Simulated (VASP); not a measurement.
Set up this calculation in VASP 6.6.1, as the native input.

```
Task                   : single point
Functional             : PBE
Potentials or basis    : VASP PAW PBE potentials, release 64 (Mg, O)
Cutoff                 : 520 eV
k mesh                 : 12 × 12 × 10
Occupations            : gaussian, width 0.02 eV
Spin                   : no spin polarisation
Dipole correction      : no
Further INCAR settings : ALGO = Normal; EDIFF = 1e-07; NBANDS = 11
```

The structure of MgO lies in POSCAR:

```
MgO
1.0
    3.0642970418     -0.0347274071     -0.0013514896
   -1.5622233377      2.7058538566      0.0027112654
   -0.0012326528      0.0021437440      2.7327644608
Mg O
1 1
Direct
    0.0393019851      0.0196509926      0.0000000000
    0.2940313449      0.6470156774      0.5000000000
```

This cell differs from its parent crystal: strained and its atoms moved.

One way to write it, as run:

INCAR

```
SYSTEM = MgO
PREC = Accurate
ENCUT = 520
EDIFF = 1E-7
ISMEAR = 0
SIGMA = 0.02
LREAL = .False.
LASPH = .True.
NELM = 100
ALGO = Normal
ISIF = 2
LWAVE = .False.
LCHARG = .False.
GGA = PE
NBANDS = 11
```

KPOINTS

```
regular mesh
0
Gamma
  12 12 10
  0 0 0
```

Potentials or basis: VASP PAW PBE potentials, release 64 (Mg, O).

Command:

```console
$ cat potpaw_PBE.64/Mg/POTCAR potpaw_PBE.64/O/POTCAR > POTCAR
$ mpirun -np 1 vasp_std > vasp.out
```

Results of the run:

The pressure is -11.7 GPa. The largest force is 0.288 eV/Å and the band gap on the k mesh is 2.00 eV (least direct gap 2.34 eV).

Caveat: the cell differs from its parent crystal (strained and its atoms moved); the stress differs along the axes, from -18 to -5 GPa.

It took 52 s on 1 thread of Intel Xeon 8259CL, with other jobs on the host, peak memory 0.22 GiB.
